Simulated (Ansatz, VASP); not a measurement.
**One calculation of GaPt2F, two programs**

```
Ga Pt F
1.0
     3.37815    0.00000    0.00000
    -1.68907    2.92556    0.00000
     0.00000    0.00000    6.13584
Ga Pt F
1 2 1
Cartesian
  0.0000 0.0000 0.0000
  0.0000 0.0000 1.6783
  0.0000 0.0000 4.4575
  0.0000 0.0000 3.0679
```

Alike in both runs: task single point; functional PBE; k mesh 6 × 6 × 4; occupations gaussian, width 0.1 eV; no spin polarisation.

|  | VASP | Ansatz |
| --- | --- | --- |
| version | VASP 6.6.1 | Ansatz 0.2.0 |
| potentials or method | VASP PAW PBE potentials, release 64 (Ga_d, Pt_sv_GW, F), cutoff 700 eV | scalar-relativistic, plane waves, PAW |
| valence electrons in the cell | 56 | 56 |

|  | VASP | Ansatz | Ansatz less VASP |
| --- | --- | --- | --- |
| gap on the k mesh at the Fermi level (eV) | none | none | - |
| rms of the force components (eV/Å) | 9.265 | 7.440 | -1.8253 |

Atom by atom the forces differ by 1.825 eV/Å (rms over components). A gap of «none» marks a metal or a gap that the smearing closes.

Spin-orbit coupling is off throughout.
